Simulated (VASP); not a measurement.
# TaN (I4/mmm) in VASP: notebook, part 3 of 3

VASP 6.6.1. Earlier steps stand in the parts before.

**6. Single point, PBE (strain +0.0400 x Voigt [1, 0, 0, 0, 0, 0])**

INCAR reads:

```
SYSTEM = TaN
  PREC = Accurate
  ENCUT = 600
  EDIFF = 1E-6
  ISMEAR = 0
  SIGMA = 0.15
  LREAL = .False.
  LASPH = .True.
  NELM = 120
  ALGO = Normal
  ISIF = 2
  LWAVE = .False.
  LCHARG = .False.
  GGA = PE
  NBANDS = 15
  GGA_COMPAT = .False.
```

KPOINTS reads:

```
regular mesh
0
Gamma
  18 18 18
  0 0 0
```

POSCAR reads:

```
TaN
1.0
    0.0000000000      2.1790000000      2.1790000000
    2.2661600000      0.0000000000      2.1790000000
    2.2661600000      2.1790000000      0.0000000000
Ta N
1 1
Direct
    0.5000000000      0.5000000000      0.5000000000
    0.0000000000      0.0000000000      0.0000000000
```

Potentials or basis: VASP PAW PBE potentials, release 64 (Ta_pv, N).

On the command line:

```sh
$ cat potpaw_PBE.64/Ta_pv/POTCAR potpaw_PBE.64/N/POTCAR > POTCAR
$ mpirun -np 1 vasp_std > vasp.out
```

OUTCAR:

```text
SYSTEM = TaN
   PREC = Accurate
   ENCUT = 600
   EDIFF = 1E-6
   ISMEAR = 0
   LREAL = .False.
   LASPH = .True.
   NELM = 120
   ISIF = 2
   GGA = PE

 ion  position               nearest neighbor table
   1  0.500  0.500  0.500-   2 2.18   2 2.18   2 2.18   2 2.18   2 2.27   2 2.27
   2  0.000  0.000  0.000-   1 2.18   1 2.18   1 2.18   1 2.18   1 2.27   1 2.27

  LATTYP: Found a body centered tetragonal cell.
 ALAT       =     3.0815713524
 C/A-ratio  =     1.4707821049

  Lattice vectors:

 A1 = (   2.2661600000,   0.0000000000,   2.1790000000)
 A2 = (   2.2661600000,   0.0000000000,  -2.1790000000)
 A3 = (  -2.2661600000,   2.1790000000,   0.0000000000)

Analysis of symmetry for initial positions (statically):
=====================================================================
 Subroutine PRICEL returns:
 Original cell was already a primitive cell.

 Routine SETGRP: Setting up the symmetry group for a
 body centered tetragonal supercell.

 Subroutine GETGRP returns: Found 16 space group operations
 (whereof 16 operations were pure point group operations)
 out of a pool of 16 trial point group operations.

The static configuration has the point symmetry D_4h.

Analysis of symmetry for dynamics (positions and initial velocities):
=====================================================================
 Subroutine PRICEL returns:
 Original cell was already a primitive cell.

 Routine SETGRP: Setting up the symmetry group for a
 body centered tetragonal supercell.

 Subroutine GETGRP returns: Found 16 space group operations
 (whereof 16 operations were pure point group operations)
 out of a pool of 16 trial point group operations.

The dynamic configuration has the point symmetry D_4h.

 Subroutine INISYM returns: Found 16 space group operations
 (whereof 16 operations are pure point group operations),
 and found     1 'primitive' translations

----------------------------------------------------------------------------------------

                                     Primitive cell

  volume of cell :      21.5196

  direct lattice vectors                    reciprocal lattice vectors
     0.000000000  2.179000000  2.179000000    -0.220637554  0.229463056  0.229463056
     2.266160000  0.000000000  2.179000000     0.220637554 -0.229463056  0.229463056
     2.266160000  2.179000000  0.000000000     0.220637554  0.229463056 -0.229463056

  length of vectors
     3.081571352  3.143806951  3.143806951     0.392412435  0.392412435  0.392412435

  position of ions in fractional coordinates (direct lattice)
     0.500000000  0.500000000  0.500000000
     0.000000000  0.000000000  0.000000000

  ion indices of the primitive-cell ions
   primitive index   ion index
                 1           1
                 2           2

----------------------------------------------------------------------------------------

 KPOINTS: regular mesh

Automatic generation of k-mesh.
 Grid dimensions read from file:
 generate k-points for:   18   18   18

 Generating k-lattice:

  Cartesian coordinates                     Fractional coordinates (reciprocal lattice)
    -0.012257642  0.012747948  0.012747948     0.055555556  0.000000000  0.000000000
     0.012257642 -0.012747948  0.012747948     0.000000000  0.055555556 -0.000000000
     0.012257642  0.012747948 -0.012747948     0.000000000 -0.000000000  0.055555556

  Length of vectors
     0.021800691  0.021800691  0.021800691

  Shift w.r.t. Gamma in fractional coordinates (k-lattice)
     0.000000000  0.000000000  0.000000000

 Subroutine IBZKPT returns following result:
 ===========================================

 Found    480 irreducible k-points:

 Following reciprocal coordinates:
            Coordinates               Weight
  0.000000  0.000000  0.000000      1.000000
  0.055556  0.000000  0.000000      8.000000
  0.111111  0.000000  0.000000      8.000000
  0.166667  0.000000  0.000000      8.000000
  0.222222  0.000000  0.000000      8.000000
  0.277778  0.000000  0.000000      8.000000
[... 16 lines left out ...]
 -0.277778  0.055556 -0.000000     16.000000
 -0.222222  0.055556  0.000000     16.000000
 [... further k-points ...]
   k-points           NKPTS =    480   k-points in BZ     NKDIM =    480   number of bands    NBANDS=     15
   number of dos      NEDOS =    301   number of ions     NIONS =      2
   total plane-waves  NPLWV =  21952
   dimension x,y,z NGX =    28 NGY =   28 NGZ =   28
   dimension x,y,z NGXF=    56 NGYF=   56 NGZF=   56
   ions per type =               1   1
   NGX,Y,Z   is equivalent  to a cutoff of  15.11, 14.81, 14.81 a.u.
   NGXF,Y,Z  is equivalent  to a cutoff of  30.21, 29.61, 29.61 a.u.
 SYSTEM =  TaN
   PREC   = accura    normal or accurate (medium, high low for compatibility)
   ISTART =      0    job   : 0-new  1-cont  2-samecut
   ICHARG =      2    charge: 1-file 2-atom 10-const
   ISPIN  =      1    spin polarized calculation?
   LNONCOLLINEAR =      F non collinear calculations
   LSORBIT =      F    spin-orbit coupling
   LASPH  =      T    aspherical Exc in radial PAW
   ENCUT  =  600.0 eV  44.10 Ry    6.64 a.u.   6.15  6.28  6.28*2*pi/ulx,y,z
   NELM   =    120;   NELMIN=  2; NELMDL= -5     # of ELM steps
   EDIFF  = 0.1E-05   stopping-criterion for ELM
   LREAL  =      F    real-space projection
   EDIFFG = 0.1E-04   stopping-criterion for IOM
   NSW    =      0    number of steps for IOM
   IBRION =     -1    ionic relax: 0-MD 1-quasi-New 2-CG
   NFREE  =      0    steps in history (QN), initial steepest desc. (CG)
   ISIF   =      2    stress and relaxation
   ISYM   =      2    0-nonsym 1-usesym 2-fastsym
   POTIM  = 0.5000    time-step for ionic-motion
   TEBEG  =    0.0;   TEEND  =   0.0 temperature during run
   PSTRESS=    0.0 pullay stress
   NELECT =      16.0000    total number of electrons
   NUPDOWN=      -1.0000    fix difference up-down
   EMIN   =  10.00;   EMAX   =-10.00  energy-range for DOS
   EFERMI =   0.00;   METHOD = LEGACY
   ISMEAR =     0;   SIGMA  =   0.15  broadening in eV -4-tet -1-fermi 0-gaus
   EFERMI_NEDOS =   21; number of points for ismear=-14 and -15
   IALGO  =     38    algorithm
   IMIX   =      4    mixing-type and parameters
     AMIX     =   0.40;   BMIX     =  1.00
     AMIX_MAG =   1.60;   BMIX_MAG =  1.00
  volume/ion in A,a.u.               =      10.76        72.61
  Fermi-wavevector in a.u.,A,eV,Ry     =   1.483098  2.802649 29.927094  2.199579
  Thomas-Fermi vector in A             =   2.596802
   LORBIT       =      0    0 simple, 1 ext, 2 COOP (PROOUT), +10 PAW based schemes
   GGA     = PE    functional components
   LHFCALC =     F    Hartree Fock is set to
   AEXX    =    0.0000 exact exchange contribution
   IVDW    =     0    specifies the selected vdW correction
   LEPSILON=     F    determine dielectric tensor
   LRPA    =     F    only Hartree local field effects (RPA)
 non-spin polarized calculation
 Gauss-broadening in eV      SIGMA  =   0.15
  energy-cutoff  :      600.00
  volume of cell :       21.52
 maximum number of plane-waves:       734
 NGX is ok and might be reduce to    28
   NGX = 13   NGY = 13   NGZ = 13

 number of electron      15.9999999 magnetization

 Free energy of the ion-electron system (eV)
  ---------------------------------------------------
  ext. energy  EPLUGINS =         0.00000000
  ---------------------------------------------------
  free energy    TOTEN  =       -21.79774998 eV

  energy without entropy =      -21.78793416  energy(sigma->0) =      -21.79284207

 E-fermi :   9.4134     XC(G=0): -13.3687

 val. band max:        9.4038525637   @ k =   0.1111   0.0556   0.0000
 cond. band min:       9.4157333030   @ k =   0.2778   0.0556   0.0000
 fundamental gap:      0.0118807393
 Fermi energy:         9.4133721548

 k-point     1 :       0.0000    0.0000    0.0000
  band No.  band energies     occupation
      1     -26.3988      2.00000
      2     -26.3702      2.00000
      3     -26.3702      2.00000
      4      -9.3641      2.00000
      5       5.5158      2.00000
      6       5.6653      2.00000
      7       5.6653      2.00000
      8       7.0335      2.00000
      9       7.5073      2.00000
     10       7.5073      2.00000
     11       8.9379      1.99999
     12       9.7431      0.00188
     13      11.1284      0.00000
     14      18.8288      0.00000
[... 401 lines left out ...]
      2     -26.4457      2.00000
      3     -26.4086      2.00000
      4      -8.1343      2.00000
      5       1.8793      2.00000
      6       3.0788      2.00000
      7       3.5341      2.00000
      8       8.4428      2.00000
      9       8.6033      2.00000
     10       9.5854      0.10477
     11      12.5280      0.00000
     12      12.9956      0.00000
     13      14.2767      0.00000
     14      21.7149      0.00000
     15      21.8183      0.00000

 [... further k-points ...]
[... 5 lines left out ...]
  --------------------------------------------------------------------------------------
  -------------------------------------------------------------------------------------
  Total       -1.4210248      1.1871142      1.1871142      0.0000000      0.0000000      0.0000000
  in kB     -105.7979374     88.3828643     88.3828643      0.0000000      0.0000000      0.0000000
  external PRESSURE =      23.6559304 kB  Pullay stress =       0.0000000 kB

 VOLUME and BASIS-vectors are now :
 -----------------------------------------------------------------------------
  energy-cutoff  :      600.00
  volume of cell :       21.52
      direct lattice vectors                 reciprocal lattice vectors
     0.000000000  2.179000000  2.179000000    -0.220637554  0.229463056  0.229463056
     2.266160000  0.000000000  2.179000000     0.220637554 -0.229463056  0.229463056
     2.266160000  2.179000000  0.000000000     0.220637554  0.229463056 -0.229463056

 POSITION                                       TOTAL-FORCE (eV/Angst)
 -----------------------------------------------------------------------------------
      2.26616      2.17900      2.17900         0.000000      0.000000     -0.000000
      0.00000      0.00000      0.00000         0.000000     -0.000000      0.000000
 -----------------------------------------------------------------------------------
    total drift:                                0.000000      0.000000      0.000000

  FREE ENERGIE OF THE ION-ELECTRON SYSTEM (eV)
  ---------------------------------------------------
  free  energy   TOTEN  =       -21.7977499814 eV

  energy  without entropy=      -21.7879341597  energy(sigma->0) =      -21.79284207
```

OSZICAR:

```text
N       E                     dE             d eps       ncg     rms          rms(c)
DAV:   1     0.986291465855E+02    0.98629E+02   -0.95975E+03 14424   0.126E+03
DAV:   2    -0.216446918246E+02   -0.12027E+03   -0.11308E+03 17698   0.331E+02
DAV:   3    -0.248196112887E+02   -0.31749E+01   -0.31483E+01 16465   0.505E+01
DAV:   4    -0.248332889099E+02   -0.13678E-01   -0.13669E-01 18442   0.344E+00
DAV:   5    -0.248333802496E+02   -0.91340E-04   -0.91337E-04 16662   0.257E-01    0.236E+01
DAV:   6    -0.218887825118E+02    0.29446E+01   -0.56241E+00 18571   0.271E+01    0.964E+00
DAV:   7    -0.218323621570E+02    0.56420E-01   -0.61848E-01 15688   0.644E+00    0.683E+00
DAV:   8    -0.218061293761E+02    0.26233E-01   -0.15836E-01 17473   0.346E+00    0.179E+00
DAV:   9    -0.217978120738E+02    0.83173E-02   -0.22473E-02 16815   0.128E+00    0.337E-01
DAV:  10    -0.217977987809E+02    0.13293E-04   -0.15858E-03 17207   0.413E-01    0.735E-02
DAV:  11    -0.217977506007E+02    0.48180E-04   -0.89041E-05 16446   0.115E-01    0.239E-02
DAV:  12    -0.217977499814E+02    0.61931E-06   -0.89568E-06 17522   0.290E-02
   1 F= -.21797750E+02 E0= -.21792842E+02  d E =-.981582E-02
```

stdout:

```text
POSCAR found type information on POSCAR TaN
 POSCAR found :  2 types and       2 ions
 scaLAPACK will be used
 LDA part: xc-table for (Slater+PW92), standard interpolation
 POSCAR, INCAR and KPOINTS ok, starting setup
 FFT: planning ... GRIDC
 FFT: planning ... GRID_SOFT
 FFT: planning ... GRID
 WAVECAR not read
 entering main loop
```

Wall time 2 min (1 thread of AMD EPYC 9R45 (Zen 5), shared host); peak memory 0.29 GiB.

Results:

```
Free energy            : -21.7977 eV
Pressure               : 2.4 GPa
Band gap on the k mesh : zero (band 8 reaches 11.16 eV, above the bottom of band 9 at 7.47 eV)
```

Caveat: the cell differs from its parent crystal (strain +0.0400 x Voigt [1, 0, 0, 0, 0, 0]); spin-orbit coupling is left out, which moves the levels of the heavy elements.

**7. Summary**

```tsv
cell	gap on the mesh (eV)	pressure (GPa)
a = 3.082, b = 3.097, c = 3.097 Å, angles 59.7, 60.2, 60.2°, 2 atoms	none	11.6
a = 3.082, b = 3.113, c = 3.113 Å, angles 59.3, 60.3, 60.3°, 2 atoms	none	8.2
a = 3.082, b = 3.128, c = 3.128 Å, angles 59.0, 60.5, 60.5°, 2 atoms	none	5.1
a = 3.082, b = 3.136, c = 3.136 Å, angles 58.9, 60.6, 60.6°, 2 atoms	none	3.7
a = 3.082, b = 3.144, c = 3.144 Å, angles 58.7, 60.7, 60.7°, 2 atoms	none	2.4
```

Alike in all rows: task single point; level PBE; potentials or basis VASP PAW PBE potentials, release 64 (Ta_pv, N); no spin polarisation; k mesh 18 × 18 × 18; cutoff (eV) 600; smearing gaussian 0.15 eV.

Caveats: spin-orbit coupling is left out, which moves the levels of the heavy elements.

Absolute energies hang on the potentials; compare differences alone.
